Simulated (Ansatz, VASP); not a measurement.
Ag: VASP beside Ansatz

INCAR

```
SYSTEM = Ag
  PREC = Accurate
  ENCUT = 520
  EDIFF = 1E-6
  ISMEAR = -1
  SIGMA = 0.1
  LREAL = .False.
  LASPH = .True.
  NELM = 80
  ALGO = Normal
  ISIF = 2
  LWAVE = .False.
  LCHARG = .False.
  NBANDS = 18
```

Contents of KPOINTS:

```
Automatic mesh
0
Gamma
  7 7 4
  0 0 0
```

POSCAR

```
Ag
1.0
    2.9645157800      0.0000000000      0.0000000000
   -1.4822578900      2.5673414900      0.0000000000
    0.0000000000      0.0000000000      4.8464268100
Ag
2
Direct
    0.3333000000      0.6667000000      0.2500000000
    0.6666000000      0.3333000000      0.7500000000
```

Input for Ansatz:

```yaml
crystal:
  lattice:
    - [2.96451578, 0.0, 0.0]
    - [-1.48225789, 2.56734149, 0.0]
    - [0.0, 0.0, 4.84642681]
  atoms:
    - { symbol: Ag, position: [0.3333, 0.6667, 0.25] }
    - { symbol: Ag, position: [0.6666, 0.3333, 0.75] }
  symmetry: { tolerance: 0.0003 }
kpoints:
  mp_grid: { grid: [7, 7, 4], shift: [0, 0, 0] }
magnetization:
  spin_polarized: false
scf:
  occupations: { method: fermi_dirac }
  n_extra_bands: 4
  mixing: { algorithm: msr1, beta: 0.1, ndim: 8 }
hamiltonian:
  pseudopotentials: { kind: paw }
  xc: lda
basis:
  ecutwfc: 420
output:
  forces: true
  stress: true
  eigenvalues: true
```

Alike in both runs: task single point; functional LDA; k mesh 7 × 7 × 4; no spin polarisation.

|  | VASP | Ansatz |
| --- | --- | --- |
| version | VASP 6.6.1 | Ansatz 0.2.0 |
| potentials or method | VASP PAW LDA potentials, release 64 (Ag), cutoff 520 eV | PAW plane waves |
| occupations | fermi-dirac, width 0.1 eV | fermi-dirac |
| valence electrons in the cell | 22 | 38 |

Ansatz gave:

```
gap on the k mesh at the Fermi level (eV)                     : none
pressure (GPa)                                                : -13.2
traceless stress, the component that is largest in VASP (GPa) : 0.55
```

Which values does VASP return?

gap on the k mesh at the Fermi level (eV): none; pressure (GPa): -13.0; traceless stress, the component that is largest in VASP (GPa): 0.56.

LDA's correlation is that of Perdew and Zunger in VASP and of Perdew and Wang (1992) in Ansatz. A gap of «none» marks a metal or a gap that the smearing closes. VASP's potentials hold 22 valence electrons a cell and Ansatz's 38, so a difference there can come from the potentials and not from the codes. Ansatz's warnings: structure snapped to symmetry.
